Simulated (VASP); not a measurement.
# AlRu (Pm-3m) in VASP: elastic constants with LDA

Aim: the elastic constants of AlRu with LDA.

Everything below comes from runs of VASP 6.6.1. Logs are shortened: lines on timing, memory, paths and dates and some standing lists are left out, and cuts for length are marked.

### 1 The cell of the first run

Symmetry: Pm-3m, No. 221, cubic system. Conventional cell: a = 2.956 Å, b = 2.956 Å, c = 2.956 Å, α = 90.00°, β = 90.00°, γ = 90.00°. Within 3.4 Å of Al (site symmetry m-3m) lie 8 Ru at 2.56 Å and 6 Al at 2.96 Å. Ru (site symmetry m-3m) has 8 Al at 2.56 Å and 6 Ru at 2.96 Å within 3.4 Å.

### 2 Elastic constants, LDA

INCAR

```
ALGO = Fast
EDIFF = 1E-8
ENCUT = 600
IBRION = 6
ISIF = 3
ISMEAR = -1
LASPH = True
LCHARG = True
LREAL = False
LWAVE = False
NELM = 100
NFREE = 2
NSW = 1
POTIM = 0.015
PREC = Accurate
SIGMA = 0.15
```

KPOINTS

```
k-points
0
Gamma
  20 20 20
```

POSCAR

```
AlRu
1.0
    2.9555153368      0.0000000000      0.0000000000
    0.0000000000      2.9555153368      0.0000000000
    0.0000000000      0.0000000000      2.9555153368
Al Ru
1 1
Direct
    0.0000000000      0.0000000000      0.0000000000
    0.5000000000      0.5000000000      0.5000000000
```

Potentials or basis: VASP PAW LDA potentials, release 64 (Al, Ru_pv).

Launch:

```bash
$ cat potpaw_LDA.64/Al/POTCAR potpaw_LDA.64/Ru_pv/POTCAR > POTCAR
$ mpirun -np 1 vasp_std > vasp.out
```

OUTCAR:

```text
EDIFF = 1E-8
   ENCUT = 600
   IBRION = 6
   ISIF = 3
   ISMEAR = -1
   LASPH = True
   LREAL = False
   NELM = 100
   NFREE = 2
   NSW = 1
   POTIM = 0.015
   PREC = Accurate

 ion  position               nearest neighbor table
   1  0.000  0.000  0.000-   2 2.56   2 2.56   2 2.56   2 2.56   2 2.56   2 2.56   2 2.56   2 2.56

   2  0.500  0.500  0.500-   1 2.56   1 2.56   1 2.56   1 2.56   1 2.56   1 2.56   1 2.56   1 2.56

  LATTYP: Found a simple cubic cell.
 ALAT       =     2.9555153368

  Lattice vectors:

 A1 = (   2.9555153368,   0.0000000000,   0.0000000000)
 A2 = (   0.0000000000,   2.9555153368,   0.0000000000)
 A3 = (   0.0000000000,   0.0000000000,   2.9555153368)

Analysis of symmetry for initial positions (statically):
=====================================================================
 Subroutine PRICEL returns:
 Original cell was already a primitive cell.

 Routine SETGRP: Setting up the symmetry group for a
 simple cubic supercell.

 Subroutine GETGRP returns: Found 48 space group operations
 (whereof 48 operations were pure point group operations)
 out of a pool of 48 trial point group operations.

The static configuration has the point symmetry O_h .

Analysis of symmetry for dynamics (positions and initial velocities):
=====================================================================
 Subroutine PRICEL returns:
 Original cell was already a primitive cell.

 Routine SETGRP: Setting up the symmetry group for a
 simple cubic supercell.

 Subroutine GETGRP returns: Found 48 space group operations
 (whereof 48 operations were pure point group operations)
 out of a pool of 48 trial point group operations.

The dynamic configuration has the point symmetry O_h .

 Subroutine INISYM returns: Found 48 space group operations
 (whereof 48 operations are pure point group operations),
 and found     1 'primitive' translations

----------------------------------------------------------------------------------------

                                     Primitive cell

  volume of cell :      25.8166

  direct lattice vectors                    reciprocal lattice vectors
     2.955515337  0.000000000  0.000000000     0.338350469  0.000000000  0.000000000
     0.000000000  2.955515337  0.000000000     0.000000000  0.338350469  0.000000000
     0.000000000  0.000000000  2.955515337     0.000000000  0.000000000  0.338350469

  length of vectors
     2.955515337  2.955515337  2.955515337     0.338350469  0.338350469  0.338350469

  position of ions in fractional coordinates (direct lattice)
     0.000000000  0.000000000  0.000000000
     0.500000000  0.500000000  0.500000000

  ion indices of the primitive-cell ions
   primitive index   ion index
                 1           1
                 2           2

----------------------------------------------------------------------------------------

 KPOINTS: k-points

Automatic generation of k-mesh.
 Grid dimensions read from file:
 generate k-points for:   20   20   20

 Generating k-lattice:

  Cartesian coordinates                     Fractional coordinates (reciprocal lattice)
     0.016917523  0.000000000  0.000000000     0.050000000  0.000000000  0.000000000
     0.000000000  0.016917523  0.000000000     0.000000000  0.050000000  0.000000000
     0.000000000  0.000000000  0.016917523     0.000000000  0.000000000  0.050000000

  Length of vectors
     0.016917523  0.016917523  0.016917523

  Shift w.r.t. Gamma in fractional coordinates (k-lattice)
     0.000000000  0.000000000  0.000000000

 Subroutine IBZKPT returns following result:
 ===========================================

 Found    286 irreducible k-points:
[... 59 lines left out ...]
   EMIN   =  10.00;   EMAX   =-10.00  energy-range for DOS
   EFERMI =   0.00;   METHOD = LEGACY
   ISMEAR =    -1;   SIGMA  =   0.15  broadening in eV -4-tet -1-fermi 0-gaus
   EFERMI_NEDOS =   21; number of points for ismear=-14 and -15
   IALGO  =     68    algorithm
   IMIX   =      4    mixing-type and parameters
     AMIX     =   0.40;   BMIX     =  1.00
     AMIX_MAG =   1.60;   BMIX_MAG =  1.00
  volume/ion in A,a.u.               =      12.91        87.11
  Fermi-wavevector in a.u.,A,eV,Ry     =   1.424266  2.691473 27.599894  2.028535
  Thomas-Fermi vector in A             =   2.544776
   LORBIT       =      0    0 simple, 1 ext, 2 COOP (PROOUT), +10 PAW based schemes
   GGA     = CA    functional components
   LHFCALC =     F    Hartree Fock is set to
   AEXX    =    0.0000 exact exchange contribution
   IVDW    =     0    specifies the selected vdW correction
   LEPSILON=     F    determine dielectric tensor
   LRPA    =     F    only Hartree local field effects (RPA)
 finite differences with symmetry
 non-spin polarized calculation
 RMM-DIIS sequential band-by-band and
  energy-cutoff  :      600.00
  volume of cell :       25.82
 maximum number of plane-waves:       912
 NGX is ok and might be reduce to    24
   NGX = 11   NGY = 11   NGZ = 11

--------------------------------------- Ionic step        1  -------------------------------------------

 number of electron      16.9999998 magnetization

 Free energy of the ion-electron system (eV)
  ---------------------------------------------------
  ext. energy  EPLUGINS =         0.00000000
  ---------------------------------------------------
  free energy    TOTEN  =       -16.23737456 eV

  energy without entropy =      -16.13048046  energy(sigma->0) =      -16.18392751

------------------------ aborting loop because EDIFF is reached ----------------------------------------

  FORCE on cell =-STRESS in cart. coord.  units (eV):
  Direction    XX          YY          ZZ          XY          YZ          ZX
  --------------------------------------------------------------------------------------
  -------------------------------------------------------------------------------------
  Total        0.0933428      0.0933428      0.0933428      0.0000000      0.0000000     -0.0000000
  in kB        5.7928427      5.7928427      5.7928427      0.0000000      0.0000000     -0.0000000
  external PRESSURE =       5.7928427 kB  Pullay stress =       0.0000000 kB
[... 89 lines left out ...]
  FREE ENERGIE OF THE ION-ELECTRON SYSTEM (eV)
  ---------------------------------------------------
  free  energy   TOTEN  =       -16.2291884699 eV

  energy  without entropy=      -16.1244837079  energy(sigma->0) =      -16.17683609

[... ionic steps 4 to 14 ...]

--------------------------------------- Ionic step       15  -------------------------------------------

 number of electron      16.9999998 magnetization

------------------------ aborting loop because EDIFF is reached ----------------------------------------
[... 67 lines left out ...]
--------------------------------------- Ionic step       17  -------------------------------------------

 number of electron      16.9999999 magnetization

 Free energy of the ion-electron system (eV)
  ---------------------------------------------------
  ext. energy  EPLUGINS =         0.00000000
  ---------------------------------------------------
  free energy    TOTEN  =       -16.23643655 eV

  energy without entropy =      -16.12953814  energy(sigma->0) =      -16.18298734

 E-fermi :  11.0721     XC(G=0): -12.9807

 val. band max:       11.0709907179   @ k =   0.0500   0.0500   0.0500
 cond. band min:      11.0746779317   @ k =   0.4500   0.1500   0.0000
 fundamental gap:      0.0036872139
 Fermi energy:        11.0720985436

 k-point     1 :       0.0000    0.0000    0.0000
  band No.  band energies     occupation
      1     -30.5411      2.00000
      2     -30.5411      2.00000
      3     -30.5410      2.00000
      4       1.1647      2.00000
      5       7.2427      2.00000
      6       7.2429      2.00000
      7      11.2360      0.50231
      8      11.2363      0.50153
      9      11.2363      0.50153
     10      17.2391      0.00000
     11      17.2391      0.00000
     12      17.2394      0.00000
[... 331 lines left out ...]
 k-point    24 :       0.2000    0.1000    0.0000
  band No.  band energies     occupation
      1     -30.6241      2.00000
      2     -30.5571      2.00000
      3     -30.5318      2.00000
      4       2.1223      2.00000
      5       7.4952      2.00000
      6       7.5917      2.00000
      7      10.1566      1.99554
      8      10.4619      1.96634
      9      11.1111      0.87067
     10      15.1596      0.00000
     11      17.6295      0.00000
     12      18.9893      0.00000

 [... further k-points ...]

------------------------ aborting loop because EDIFF is reached ----------------------------------------

  FORCE on cell =-STRESS in cart. coord.  units (eV):
  Direction    XX          YY          ZZ          XY          YZ          ZX
  --------------------------------------------------------------------------------------
  -------------------------------------------------------------------------------------
  Total        0.0938999      0.0970727      0.0970727      0.0000000      0.0000000      0.0000000
  in kB        5.8274174      6.0243219      6.0243219      0.0000000      0.0000000      0.0000000
  external PRESSURE =       5.9586871 kB  Pullay stress =       0.0000000 kB
[... 17 lines left out ...]
  FREE ENERGIE OF THE ION-ELECTRON SYSTEM (eV)
  ---------------------------------------------------
  free  energy   TOTEN  =       -16.2364365493 eV

  energy  without entropy=      -16.1295381363  energy(sigma->0) =      -16.18298734

 INTERNAL STRAIN TENSORS FROM STRAINED CELLS
 ============================================

 INTERNAL STRAIN TENSOR FOR ION    1 for displacements in x,y,z  (eV/Angst):
          X           Y           Z          XY          YZ          ZX
  --------------------------------------------------------------------------------
  x     0.00000     0.00000     0.00000     0.00000     0.00000    -0.00000
  y     0.00000     0.00000     0.00000     0.00000     0.00000     0.00000
  z     0.00000     0.00000     0.00000     0.00000     0.00000     0.00000

 INTERNAL STRAIN TENSORS FROM DISPLACED ATOMS
 ============================================

 INTERNAL STRAIN TENSOR FOR ION    1 for displacements in x,y,z  (eV/Angst):
          X           Y           Z          XY          YZ          ZX
  --------------------------------------------------------------------------------
  x     0.00000     0.00000     0.00000     0.00000     0.00000     0.00000
  y     0.00000     0.00000     0.00000     0.00000     0.00000     0.00000
  z     0.00000     0.00000     0.00000     0.00000     0.00000     0.00000

 INTERNAL STRAIN TENSOR FOR ION    2 for displacements in x,y,z  (eV/Angst):
          X           Y           Z          XY          YZ          ZX
  --------------------------------------------------------------------------------
  x     0.00000     0.00000     0.00000     0.00000     0.00000     0.00000
  y     0.00000     0.00000     0.00000     0.00000     0.00000     0.00000
  z     0.00000     0.00000     0.00000     0.00000     0.00000     0.00000

 Eigenvectors and eigenvalues of the dynamical matrix
 ----------------------------------------------------

   1 f  =    9.788016 THz    61.499916 2PiTHz  326.493056 cm-1    40.479962 meV
             X         Y         Z           dx          dy          dz
      0.000000  0.000000  0.000000     0.888320    0.000000   -0.000000
      1.477758  1.477758  1.477758    -0.459226   -0.000000    0.000000
[... 21 lines left out ...]
   6 f/i=    0.002198 THz     0.013810 2PiTHz    0.073317 cm-1     0.009090 meV
             X         Y         Z           dx          dy          dz
      0.000000  0.000000  0.000000     0.451462    0.082987   -0.013559
      1.477758  1.477758  1.477758     0.873301    0.160530   -0.026228

--------------------------------------------------------------------------------------------------------

 ELASTIC MODULI CONTR FROM IONIC RELAXATION (kBar)
 Direction    XX          YY          ZZ          XY          YZ          ZX
 --------------------------------------------------------------------------------
 XX           0.0000      0.0000      0.0000      0.0000      0.0000      0.0000
 YY           0.0000      0.0000      0.0000      0.0000      0.0000      0.0000
 ZZ           0.0000      0.0000      0.0000      0.0000      0.0000      0.0000
 XY           0.0000      0.0000      0.0000      0.0000      0.0000      0.0000
 YZ           0.0000      0.0000      0.0000      0.0000      0.0000      0.0000
 ZX           0.0000      0.0000      0.0000      0.0000      0.0000      0.0000
 --------------------------------------------------------------------------------

 TOTAL ELASTIC MODULI (kBar)
 Direction    XX          YY          ZZ          XY          YZ          ZX
 --------------------------------------------------------------------------------
 XX        3611.7314   1685.2072   1685.2072      0.0000      0.0000     -0.0000
 YY        1685.2072   3611.7314   1685.2072      0.0000      0.0000     -0.0000
 ZZ        1685.2072   1685.2072   3611.7314      0.0000     -0.0000      0.0000
 XY           0.0000      0.0000      0.0000   1397.4545      0.0000      0.0000
 YZ           0.0000      0.0000     -0.0000      0.0000   1397.4545      0.0000
 ZX          -0.0000     -0.0000      0.0000      0.0000      0.0000   1397.4545
 --------------------------------------------------------------------------------
```

It took 1.6 h on 1 thread of Oxide Virtual Turin-like, shared host; peak memory 1.4 GiB.

What came out:

- Elastic constants C11, C12, C44: 361, 169, 140 GPa
- Voigt bulk modulus: 233 GPa
- Highest phonon frequency at Γ: 326 cm⁻¹

Phonon frequencies in cm⁻¹ (negative: imaginary):
| q point | frequencies |
| --- | --- |
| (0.000, 0.000, 0.000) | 0 0 0 326 326 326 |

Elastic tensor in Voigt notation (GPa, in the Cartesian axes of the cell as first typed):
```
361 169 169   0   0   0
169 361 169   0   0   0
169 169 361   0   0   0
  0   0   0 140   0   0
  0   0   0   0 140   0
  0   0   0   0   0 140
```

Clamped-ion elastic tensor (GPa):
```
361 169 169   0   0   0
169 361 169   0   0   0
169 169 361   0   0   0
  0   0   0 140   0   0
  0   0   0   0 140   0
  0   0   0   0   0 140
```
